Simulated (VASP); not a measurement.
Write the native input for VASP 6.6.1 that does the following.

```
Task                   : single point
Functional             : LDA
Potentials or basis    : VASP PAW LDA potentials, release 64 (Sn_d)
Cutoff                 : 520 eV
k mesh                 : 18 × 18 × 18
Occupations            : gaussian, width 0.15 eV
Spin                   : no spin polarisation
Dipole correction      : no
Further INCAR settings : ALGO = Fast; EDIFF = 1e-06; NBANDS = 13
```

The structure of Sn lies in POSCAR:

```
Sn
1.0
   -1.8378122646      1.8378122646      1.8662320419
    1.8378122646     -1.8378122646      1.8662320419
    1.8378122646      1.8378122646     -1.8662320419
Sn
1
Direct
    0.0000000000      0.0000000000      0.0000000000
```

This cell differs from its parent crystal: strain -0.030 along x and y, -0.015 along z.

These files were run (other wordings do the same):

INCAR

```
SYSTEM = Sn
ALGO     = Fast           ! electronic algorithm
EDIFF    = 1E-6           ! SCF threshold, eV
ENCUT    = 520            ! plane-wave cutoff, eV
ISIF     = 2              ! what is computed and relaxed
ISMEAR   = 0              ! smearing method
LASPH    = .True.         ! aspherical terms in the spheres
LCHARG   = .False.        ! write CHGCAR
LREAL    = .False.        ! projectors in reciprocal space
LWAVE    = .False.        ! write WAVECAR
NBANDS   = 13             ! bands
NELM     = 60             ! most SCF steps
PREC     = Accurate       ! precision mode
SIGMA    = 0.15           ! smearing width, eV
```

KPOINTS

```
k-points
0
Gamma
  18 18 18
  0 0 0
```

Potentials or basis: VASP PAW LDA potentials, release 64 (Sn_d).

Command:

```bash
$ cat potpaw_LDA.64/Sn_d/POTCAR > POTCAR
$ mpirun -np 1 vasp_std > vasp.out
```

It gave:

| Property | Result |
| --- | --- |
| Pressure | 0.8 GPa |
| Band gap on the k mesh | zero (bands 7 and 8 overlap by 11.16 eV) |

Caveat: the cell differs from its parent crystal (strain -0.030 along x and y, -0.015 along z); spin-orbit coupling is left out, which moves the levels of the heavy elements.

It took 2 min on 1 thread of Intel Xeon 8259CL, on a shared host, peak memory 0.25 GiB.
